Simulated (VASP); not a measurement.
# KF (Carobbiite) (Fm-3m) in VASP: settings compared, part 2 of 2

VASP 6.6.1.

### Step 4. Dielectric tensor, r2SCAN

INCAR

```
PREC = Accurate
ENCUT = 520
EDIFF = 1E-8
ISMEAR = 0
SIGMA = 0.01
LREAL = False
LASPH = True
NELM = 100
ALGO = Normal
ISIF = 2
LWAVE = False
LCHARG = False
METAGGA = R2SCAN
LMIXTAU = True
LCALCEPS = True
```

KPOINTS

```
Automatic mesh
0
Gamma
  8 8 8
```

POSCAR

```
KF
1.0
    0.0000000000      2.6589566750      2.6589566750
    2.6589566750      0.0000000000      2.6589566750
    2.6589566750      2.6589566750      0.0000000000
K F
1 1
Direct
    0.0000000000      0.0000000000      0.0000000000
    0.5000000000      0.5000000000      0.5000000000
```

Potentials or basis: VASP PAW PBE potentials, release 64 (K_sv, F).

Launch:

```
> cat potpaw_PBE.64/K_sv/POTCAR potpaw_PBE.64/F/POTCAR > POTCAR
> mpirun -np 1 vasp_std > vasp.out
```

OUTCAR:

```text
PREC = Accurate
   ENCUT = 520
   EDIFF = 1E-8
   ISMEAR = 0
   LREAL = False
   LASPH = True
   NELM = 100
   ISIF = 2
   METAGGA = R2SCAN

 ion  position               nearest neighbor table
   1  0.000  0.000  0.000-   2 2.66   2 2.66   2 2.66   2 2.66   2 2.66   2 2.66
   2  0.500  0.500  0.500-   1 2.66   1 2.66   1 2.66   1 2.66   1 2.66   1 2.66

  LATTYP: Found a face centered cubic cell.
 ALAT       =     5.3179133500

  Lattice vectors:

 A1 = (   0.0000000000,   2.6589566750,   2.6589566750)
 A2 = (   2.6589566750,   0.0000000000,   2.6589566750)
 A3 = (   2.6589566750,   2.6589566750,   0.0000000000)

Analysis of symmetry for initial positions (statically):
=====================================================================
 Subroutine PRICEL returns:
 Original cell was already a primitive cell.

 Routine SETGRP: Setting up the symmetry group for a
 face centered cubic supercell.

 Subroutine GETGRP returns: Found 48 space group operations
 (whereof 48 operations were pure point group operations)
 out of a pool of 48 trial point group operations.

The static configuration has the point symmetry O_h .

Analysis of symmetry for dynamics (positions and initial velocities):
=====================================================================
 Subroutine PRICEL returns:
 Original cell was already a primitive cell.

 Routine SETGRP: Setting up the symmetry group for a
 face centered cubic supercell.

 Subroutine GETGRP returns: Found 48 space group operations
 (whereof 48 operations were pure point group operations)
 out of a pool of 48 trial point group operations.

[... 509 lines left out ...]
      3     -13.1994      2.00000
      4     -13.0915      2.00000
      5     -12.9430      2.00000
      6      -3.8704      2.00000
      7      -3.5875      2.00000
      8      -3.5618      2.00000
      9   10000.0000      0.00000
     10   10000.0000      0.00000
     11   10000.0000      0.00000
     12   10000.0000      0.00000

 [... further k-points ...]

------------------------ aborting loop because EDIFF is reached ----------------------------------------

            Ionic dipole moment: p[ion]=(   -18.61270   -18.61270   -18.61270 ) |e| Angst

 Total electronic dipole moment: p[elc]=(     0.00000     0.00000     0.00192 ) |e| Angst

 MACROSCOPIC STATIC DIELECTRIC TENSOR (including local field effects)
 ------------------------------------------------------
           1.926485     0.000000     0.000000
          -0.000000     1.926485     0.000000
          -0.000000     0.000000     1.926485
 ------------------------------------------------------

 PIEZOELECTRIC TENSOR (including local field effects) (e Angst)
          XX          YY          ZZ          XY          YZ          ZX
  --------------------------------------------------------------------------------
  x     0.00000     0.00000     0.00000     0.00000     0.00000     0.00000
  y     0.00000     0.00000     0.00000     0.00000     0.00000     0.00000
  z     0.00000     0.00000     0.00000     0.00000     0.00000     0.00000

 PIEZOELECTRIC TENSOR (including local field effects) (C/m^2)
          XX          YY          ZZ          XY          YZ          ZX
  --------------------------------------------------------------------------------
  x     0.00000     0.00000     0.00000     0.00000     0.00000     0.00000
  y     0.00000     0.00000     0.00000     0.00000     0.00000     0.00000
  z     0.00000     0.00000     0.00000     0.00000     0.00000     0.00000

 BORN EFFECTIVE CHARGES (including local field effects) (in |e|, cummulative output)
 ---------------------------------------------------------------------------------
 ion    1
    1     1.11596     0.00000     0.00000
    2     0.00000     1.11596    -0.00000
    3     0.00000     0.00000     1.11596
 ion    2
    1    -1.11596     0.00000     0.00000
    2     0.00000    -1.11596     0.00000
    3    -0.00000    -0.00000    -1.11596

  FORCE on cell =-STRESS in cart. coord.  units (eV):
  Direction    XX          YY          ZZ          XY          YZ          ZX
  --------------------------------------------------------------------------------------
  -------------------------------------------------------------------------------------
  Total       -0.0081054     -0.0081054     -0.0081054      0.0000000      0.0000000      0.0000000
  in kB       -0.3453984     -0.3453984     -0.3453984      0.0000000      0.0000000      0.0000000
  external PRESSURE =      -0.3453984 kB  Pullay stress =       0.0000000 kB

 VOLUME and BASIS-vectors are now :
 -----------------------------------------------------------------------------
  energy-cutoff  :      520.00
  volume of cell :       37.60
      direct lattice vectors                 reciprocal lattice vectors
     0.000000000  2.658956675  2.658956675    -0.188043681  0.188043681  0.188043681
     2.658956675  0.000000000  2.658956675     0.188043681 -0.188043681  0.188043681
     2.658956675  2.658956675  0.000000000     0.188043681  0.188043681 -0.188043681

 POSITION                                       TOTAL-FORCE (eV/Angst)
 -----------------------------------------------------------------------------------
      0.00000      0.00000      0.00000        -0.000000     -0.000000     -0.000000
      2.65896      2.65896      2.65896         0.000000      0.000000      0.000000
 -----------------------------------------------------------------------------------
    total drift:                                0.000000      0.000000      0.000000

  FREE ENERGIE OF THE ION-ELECTRON SYSTEM (eV)
  ---------------------------------------------------
  free  energy   TOTEN  =       -14.9729260641 eV

  energy  without entropy=      -14.9729260641  energy(sigma->0) =      -14.97292606
```

OSZICAR:

```text
N       E                     dE             d eps       ncg     rms          rms(c)
DAV:   1     0.105089528387E+03    0.10509E+03   -0.85515E+03   696   0.131E+03
DAV:   2    -0.156322794039E+02   -0.12072E+03   -0.10973E+03   916   0.338E+02
[... 13 lines left out ...]
DMP:   7    -0.149729259286E+02   -0.78608E-07   -0.84708E-07  1800   0.289E-06  -0.148E-06
DMP:   8    -0.149729259714E+02   -0.42807E-07   -0.82263E-07  1800   0.204E-06   0.226E-08
DMP:   9    -0.149729260199E+02   -0.48507E-07   -0.38849E-07  1800   0.783E-07   0.362E-07
DMP:  10    -0.149729260411E+02   -0.21123E-07   -0.22040E-07  1800   0.510E-07   0.798E-08
DMP:  11    -0.149729260552E+02   -0.14113E-07   -0.14264E-07  1800   0.277E-07   0.153E-07
DMP:  12    -0.149729260641E+02   -0.89733E-08   -0.68060E-08  1800   0.123E-07   0.913E-08
   1 F= -.14972926E+02 E0= -.14972926E+02  d E =-.735809E-38
```

Run time: 41 min. Hardware: 1 thread of AMD EPYC 9R14 (Zen 4), shared host; peak memory 0.4 GiB.

What came out:

| Item | Value |
| --- | --- |
| Band gap on the k mesh | 6.91 eV, direct |
| Electronic dielectric tensor (diagonal) | 1.93 |
| Born charges (mean of the diagonal) | K +1.12; F -1.12 e |

Levels at points of the mesh, in eV from the valence-band top:
| k point | band 4 | band 5 | band 6 | band 7 | band 8 | band 9 | band 10 | band 11 | band 12 |
| --- | --- | --- | --- | --- | --- | --- | --- | --- | --- |
| (0.00, 0.00, 0.00) | -9.56 | -9.56 | 0.00 | 0.00 | 0.00 | 6.91 | 11.49 | 11.49 | 11.49 |
| (0.50, 0.00, 0.00) | -9.59 | -9.59 | -0.78 | -0.35 | -0.35 | 9.74 | 11.36 | 12.99 | 12.99 |
| (0.50, 0.50, 0.00) | -9.77 | -9.77 | -0.20 | -0.05 | -0.05 | 8.78 | 11.31 | 12.54 | 14.71 |

Electronic dielectric tensor:
```
1.93 0.00 0.00
0.00 1.93 0.00
0.00 0.00 1.93
```

Born effective charge tensors (e):
atom 1, K
```
1.12 0.00 0.00
0.00 1.12 0.00
0.00 0.00 1.12
```
atom 2, F
```
-1.12  0.00  0.00
 0.00 -1.12  0.00
 0.00  0.00 -1.12
```

Dipole moments of the cell (e·Å, modulo the quantum): ionic -18.613, -18.613, -18.613; electronic 0.000, 0.000, 0.002

Caveat: the PAW data sets were made with another functional, which shifts forces and pressure a little. r2SCAN opens gaps a little over a GGA but as a rule still falls short of measured ones.

### Step 5. Overview

```tsv
task	level	cell	gap on the mesh (eV)
dielectric tensor	PBE	a = 3.760 Å, angles 60.0°, 2 atoms	6.24
vibrations by perturbation theory	PBEsol	a = 3.753 Å, angles 60.0°, 2 atoms	-
dielectric tensor	r2SCAN	a = 3.760 Å, angles 60.0°, 2 atoms	6.91
```

Alike in all rows: potentials or basis VASP PAW PBE potentials, release 64 (K_sv, F); no spin polarisation; k mesh 8 × 8 × 8; cutoff (eV) 520; smearing gaussian 0.01 eV.

Caveats: the PAW data sets were made with another functional, which shifts forces and pressure a little (some runs).

Total energies depend on the potentials used, so only differences within one code and one set of settings carry meaning.
